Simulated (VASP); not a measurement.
# Ag (R3m) in VASP: single point with LDA

Aim: the single point of Ag with LDA.

Program: VASP 6.6.1. These are calculated values, not measurements. Logs are shortened: lines on timing, memory, paths and dates and some standing lists are left out, and cuts for length are marked.

**1. The cell of the first run**

The structure is trigonal, space group R3m (No. 160). The conventional cell has a = 9.366 Å, b = 9.366 Å, c = 5.735 Å, α = 90.00°, β = 90.00°, γ = 120.00°. Ag (site symmetry 3m) has 11 Ag at 2.42 to 3.32 Å within 3.4 Å. Ag (site symmetry m) has 14 Ag at 2.75 to 3.31 Å within 3.6 Å. Within 3.8 Å of Ag (site symmetry m) lie 14 Ag at 2.87 to 3.59 Å. Ag (site symmetry 3m) has 14 Ag at 2.42 to 3.32 Å within 3.4 Å.

**2. Single point, LDA (atom 1 (Ag) moved -0.450 Å along Cartesian [1 1 1])**

File INCAR:

```
SYSTEM = Ag
PREC     = Accurate       ! precision mode
ENCUT    = 520            ! plane-wave cutoff, eV
EDIFF    = 1E-6           ! SCF threshold, eV
ISMEAR   = 0              ! smearing method
SIGMA    = 0.15           ! smearing width, eV
LREAL    = .FALSE.        ! projectors in reciprocal space
LASPH    = .TRUE.         ! aspherical terms in the spheres
NELM     = 80             ! most SCF steps
ALGO     = Fast           ! electronic algorithm
ISIF     = 2              ! what is computed and relaxed
LWAVE    = .FALSE.        ! write WAVECAR
LCHARG   = .TRUE.         ! write CHGCAR
GGA      = CA             ! functional
LELF     = .TRUE.         ! ELF
LVHAR    = .TRUE.       
NBANDS   = 54             ! bands
```

File KPOINTS:

```
regular mesh
0
G
  10 10 10
  0 0 0
```

File POSCAR:

```
Ag
1.0
   -3.3113080000     -3.3113080000      3.3113080000
   -3.3113080000      3.3113080000     -3.3113080000
    3.3113080000     -3.3113080000     -3.3113080000
Ag
8
Direct
    0.5784607234      0.5784607234      0.5784607234
    0.0000000000      0.5000000000      0.5000000000
    0.5000000000      0.0000000000      0.5000000000
    0.0000000000      0.0000000000      0.5000000000
    0.5000000000      0.5000000000      0.0000000000
    0.0000000000      0.5000000000      0.0000000000
    0.5000000000      0.0000000000      0.0000000000
    0.0000000000      0.0000000000      0.0000000000
```

Potentials or basis: VASP PAW LDA potentials, release 64 (Ag).

On the command line:

```bash
$ cat potpaw_LDA.64/Ag/POTCAR > POTCAR
$ mpirun -np 1 vasp_std > vasp.out
```

OUTCAR:

```text
SYSTEM = Ag
   PREC = Accurate
   ENCUT = 520
   EDIFF = 1E-6
   ISMEAR = 0
   LREAL = .FALSE.
   LASPH = .TRUE.
   NELM = 80
   ISIF = 2
   GGA = CA

 ion  position               nearest neighbor table
   1  0.578  0.578  0.578-   8 2.42   3 2.75   5 2.75   2 2.75   5 3.05   3 3.05   2 3.05   6 3.07
                             7 3.07   4 3.07   8 3.32   6 3.59   4 3.59   7 3.59
   2  0.000  0.500  0.500-   1 2.75   4 2.87   6 2.87   7 2.87   6 2.87   4 2.87   7 2.87   1 3.05
                             3 3.31   5 3.31   8 3.31   5 3.31   3 3.31   8 3.31
   3  0.500  0.000  0.500-   1 2.75   4 2.87   6 2.87   7 2.87   7 2.87   4 2.87   6 2.87   1 3.05
                             2 3.31   5 3.31   5 3.31   8 3.31   2 3.31   8 3.31
   4  0.000  0.000  0.500-   2 2.87   3 2.87   5 2.87   8 2.87   8 2.87   2 2.87   3 2.87   5 2.87
                             1 3.07   6 3.31   7 3.31   7 3.31   6 3.31   1 3.59
   5  0.500  0.500  0.000-   1 2.75   4 2.87   6 2.87   7 2.87   7 2.87   6 2.87   4 2.87   1 3.05
                             3 3.31   3 3.31   2 3.31   2 3.31   8 3.31   8 3.31
   6  0.000  0.500  0.000-   2 2.87   3 2.87   5 2.87   8 2.87   2 2.87   8 2.87   5 2.87   3 2.87
                             1 3.07   4 3.31   7 3.31   7 3.31   4 3.31   1 3.59
   7  0.500  0.000  0.000-   2 2.87   3 2.87   5 2.87   8 2.87   3 2.87   5 2.87   8 2.87   2 2.87
                             1 3.07   6 3.31   4 3.31   6 3.31   4 3.31   1 3.59
   8  0.000  0.000  0.000-   1 2.42   4 2.87   6 2.87   7 2.87   4 2.87   6 2.87   7 2.87   5 3.31
                             3 3.31   2 3.31   2 3.31   3 3.31   5 3.31   1 3.32

  LATTYP: Found a body centered cubic cell.
 ALAT       =     6.6226160000

  Lattice vectors:

 A1 = (  -3.3113080000,  -3.3113080000,   3.3113080000)
 A2 = (  -3.3113080000,   3.3113080000,  -3.3113080000)
 A3 = (   3.3113080000,  -3.3113080000,  -3.3113080000)

Analysis of symmetry for initial positions (statically):
=====================================================================
 Subroutine PRICEL returns:
 Original cell was already a primitive cell.

 Routine SETGRP: Setting up the symmetry group for a
 body centered cubic supercell.

 Subroutine GETGRP returns: Found  6 space group operations
 (whereof  6 operations were pure point group operations)
 out of a pool of 48 trial point group operations.

The static configuration has the point symmetry C_3v.

Analysis of symmetry for dynamics (positions and initial velocities):
=====================================================================
 Subroutine PRICEL returns:
 Original cell was already a primitive cell.

 Routine SETGRP: Setting up the symmetry group for a
 body centered cubic supercell.

 Subroutine GETGRP returns: Found  6 space group operations
 (whereof  6 operations were pure point group operations)
 out of a pool of 48 trial point group operations.

The dynamic configuration has the point symmetry C_3v.

 Subroutine INISYM returns: Found  6 space group operations
 (whereof  6 operations are pure point group operations),
 and found     1 'primitive' translations

----------------------------------------------------------------------------------------

                                     Primitive cell

  volume of cell :     145.2308

  direct lattice vectors                    reciprocal lattice vectors
    -3.311308000 -3.311308000  3.311308000    -0.150997733 -0.150997733  0.000000000
    -3.311308000  3.311308000 -3.311308000    -0.150997733  0.000000000 -0.150997733
     3.311308000 -3.311308000 -3.311308000     0.000000000 -0.150997733 -0.150997733

  length of vectors
     5.735353696  5.735353696  5.735353696     0.213543041  0.213543041  0.213543041

  position of ions in fractional coordinates (direct lattice)
     0.578460723  0.578460723  0.578460723
     0.000000000  0.500000000  0.500000000
     0.500000000  0.000000000  0.500000000
     0.000000000  0.000000000  0.500000000
     0.500000000  0.500000000  0.000000000
     0.000000000  0.500000000  0.000000000
     0.500000000  0.000000000  0.000000000
     0.000000000  0.000000000  0.000000000

  ion indices of the primitive-cell ions
   primitive index   ion index
                 1           1
                 2           2
                 3           3
                 4           4
                 5           5
                 6           6
                 7           7
                 8           8

----------------------------------------------------------------------------------------

 KPOINTS: regular mesh

Automatic generation of k-mesh.
 Grid dimensions read from file:
 generate k-points for:   10   10   10

 Generating k-lattice:

  Cartesian coordinates                     Fractional coordinates (reciprocal lattice)
    -0.015099773 -0.015099773  0.000000000     0.100000000  0.000000000  0.000000000
    -0.015099773  0.000000000 -0.015099773     0.000000000  0.100000000  0.000000000
     0.000000000 -0.015099773 -0.015099773     0.000000000  0.000000000  0.100000000

  Length of vectors
     0.021354304  0.021354304  0.021354304

  Shift w.r.t. Gamma in fractional coordinates (k-lattice)
     0.000000000  0.000000000  0.000000000

 Subroutine IBZKPT returns following result:
 ===========================================

 Found    116 irreducible k-points:

 Following reciprocal coordinates:
            Coordinates               Weight
  0.000000  0.000000  0.000000      1.000000
  0.100000  0.000000  0.000000      6.000000
  0.100000  0.000000 -0.100000      6.000000
  0.200000  0.000000  0.000000      6.000000
  0.200000  0.000000 -0.200000      6.000000
  0.300000  0.000000  0.000000      6.000000
[... 16 lines left out ...]
  0.400000  0.100000  0.000000     12.000000
  0.500000  0.000000 -0.400000     12.000000
 [... further k-points ...]
   k-points           NKPTS =    116   k-points in BZ     NKDIM =    116   number of bands    NBANDS=     54
   number of dos      NEDOS =    301   number of ions     NIONS =      8
   total plane-waves  NPLWV = 110592
   dimension x,y,z NGX =    48 NGY =   48 NGZ =   48
   dimension x,y,z NGXF=    96 NGYF=   96 NGZF=   96
   ions per type =               8
   NGX,Y,Z   is equivalent  to a cutoff of  13.91, 13.91, 13.91 a.u.
   NGXF,Y,Z  is equivalent  to a cutoff of  27.83, 27.83, 27.83 a.u.
 SYSTEM =  Ag
   PREC   = accura    normal or accurate (medium, high low for compatibility)
   ISTART =      0    job   : 0-new  1-cont  2-samecut
   ICHARG =      2    charge: 1-file 2-atom 10-const
   ISPIN  =      1    spin polarized calculation?
   LNONCOLLINEAR =      F non collinear calculations
   LSORBIT =      F    spin-orbit coupling
   LASPH  =      T    aspherical Exc in radial PAW
   ENCUT  =  520.0 eV  38.22 Ry    6.18 a.u.  10.66 10.66 10.66*2*pi/ulx,y,z
   NELM   =     80;   NELMIN=  2; NELMDL= -5     # of ELM steps
   EDIFF  = 0.1E-05   stopping-criterion for ELM
   LREAL  =      F    real-space projection
   EDIFFG = 0.1E-04   stopping-criterion for IOM
   NSW    =      0    number of steps for IOM
   IBRION =     -1    ionic relax: 0-MD 1-quasi-New 2-CG
   NFREE  =      0    steps in history (QN), initial steepest desc. (CG)
   ISIF   =      2    stress and relaxation
   ISYM   =      2    0-nonsym 1-usesym 2-fastsym
   POTIM  = 0.5000    time-step for ionic-motion
   TEBEG  =    0.0;   TEEND  =   0.0 temperature during run
   PSTRESS=    0.0 pullay stress
   NELECT =      88.0000    total number of electrons
   NUPDOWN=      -1.0000    fix difference up-down
   EMIN   =  10.00;   EMAX   =-10.00  energy-range for DOS
   EFERMI =   0.00;   METHOD = LEGACY
   ISMEAR =     0;   SIGMA  =   0.15  broadening in eV -4-tet -1-fermi 0-gaus
   EFERMI_NEDOS =   21; number of points for ismear=-14 and -15
   IALGO  =     68    algorithm
   IMIX   =      4    mixing-type and parameters
     AMIX     =   0.40;   BMIX     =  1.00
     AMIX_MAG =   1.60;   BMIX_MAG =  1.00
  volume/ion in A,a.u.               =      18.15       122.51
  Fermi-wavevector in a.u.,A,eV,Ry     =   1.385318  2.617871 26.111022  1.919106
  Thomas-Fermi vector in A             =   2.509739
   LORBIT       =      0    0 simple, 1 ext, 2 COOP (PROOUT), +10 PAW based schemes
   GGA     = CA    functional components
   LHFCALC =     F    Hartree Fock is set to
   AEXX    =    0.0000 exact exchange contribution
   IVDW    =     0    specifies the selected vdW correction
   LEPSILON=     F    determine dielectric tensor
   LRPA    =     F    only Hartree local field effects (RPA)
 non-spin polarized calculation
 RMM-DIIS sequential band-by-band and
 Gauss-broadening in eV      SIGMA  =   0.15
  energy-cutoff  :      520.00
  volume of cell :      145.23
 maximum number of plane-waves:      3945
 NGX is ok and might be reduce to    48
   NGX = 21   NGY = 21   NGZ = 21

 number of electron      88.0000011 magnetization

 Free energy of the ion-electron system (eV)
  ---------------------------------------------------
  ext. energy  EPLUGINS =         0.00000000
  ---------------------------------------------------
  free energy    TOTEN  =       -28.83372600 eV

  energy without entropy =      -28.79470534  energy(sigma->0) =      -28.81421567

 E-fermi :   7.3122     XC(G=0): -12.2012

 val. band max:        7.3112834227   @ k =   0.3000   0.0000  -0.3000
 cond. band min:       7.3129508843   @ k =   0.1000   0.0000  -0.1000
 fundamental gap:      0.0016674617
 Fermi energy:         7.3122441574

 k-point     1 :       0.0000    0.0000    0.0000
  band No.  band energies     occupation
      1      -0.0856      2.00000
      2       1.1441      2.00000
      3       1.1441      2.00000
      4       1.1932      2.00000
      5       1.2477      2.00000
      6       1.2477      2.00000
[... 46 lines left out ...]
     53      11.1561      0.00000
     54      14.0654      0.00000
[... 1309 lines left out ...]
     53      14.5958      0.00000
     54      14.7707      0.00000

 [... further k-points ...]

------------------------ aborting loop because EDIFF is reached ----------------------------------------

  FORCE on cell =-STRESS in cart. coord.  units (eV):
  Direction    XX          YY          ZZ          XY          YZ          ZX
  --------------------------------------------------------------------------------------
  -------------------------------------------------------------------------------------
  Total       -7.9787205     -7.9787205     -7.9787205      1.3690713      1.3690713      1.3690713
  in kB      -88.0207585    -88.0207585    -88.0207585     15.1035112     15.1035112     15.1035112
  external PRESSURE =     -88.0207585 kB  Pullay stress =       0.0000000 kB

 VOLUME and BASIS-vectors are now :
 -----------------------------------------------------------------------------
  energy-cutoff  :      520.00
  volume of cell :      145.23
      direct lattice vectors                 reciprocal lattice vectors
    -3.311308000 -3.311308000  3.311308000    -0.150997733 -0.150997733  0.000000000
    -3.311308000  3.311308000 -3.311308000    -0.150997733  0.000000000 -0.150997733
     3.311308000 -3.311308000 -3.311308000     0.000000000 -0.150997733 -0.150997733

 POSITION                                       TOTAL-FORCE (eV/Angst)
 -----------------------------------------------------------------------------------
     -1.91546     -1.91546     -1.91546         1.519322      1.519322      1.519322
      0.00000      0.00000     -3.31131        -0.180289     -0.180289      0.253764
      0.00000     -3.31131      0.00000        -0.180289      0.253764     -0.180289
      1.65565     -1.65565     -1.65565        -0.021961      0.003250      0.003250
     -3.31131      0.00000      0.00000         0.253764     -0.180289     -0.180289
     -1.65565      1.65565     -1.65565         0.003250     -0.021961      0.003250
     -1.65565     -1.65565      1.65565         0.003250      0.003250     -0.021961
      0.00000      0.00000      0.00000        -1.397047     -1.397047     -1.397047
 -----------------------------------------------------------------------------------
    total drift:                               -0.000075     -0.000075     -0.000075

  FREE ENERGIE OF THE ION-ELECTRON SYSTEM (eV)
  ---------------------------------------------------
  free  energy   TOTEN  =       -28.8337259967 eV

  energy  without entropy=      -28.7947053429  energy(sigma->0) =      -28.81421567
```

Run time: 29 min. Hardware: 1 thread of Intel Xeon 8259CL, shared host; peak memory 0.68 GiB.

What came out:

- Free energy: -28.8337 eV
- Pressure: -8.8 GPa
- Largest force: 2.632 eV/Å
- Band gap on the k mesh: zero (bands 44 and 45 overlap by 2.14 eV)

Forces on the atoms (eV/Å):
```
Ag   1.519  1.519  1.519
Ag  -0.180 -0.180  0.254
Ag  -0.180  0.254 -0.180
Ag  -0.022  0.003  0.003
Ag   0.254 -0.180 -0.180
Ag   0.003 -0.022  0.003
Ag   0.003  0.003 -0.022
Ag  -1.397 -1.397 -1.397
```

Caveat: the cell differs from its parent crystal (atom 1 (Ag) moved -0.450 Å along Cartesian [1 1 1]); the cell stands under tension; forces of over 1 eV/Å act on the atoms, so gaps and moduli don't describe the material at rest.
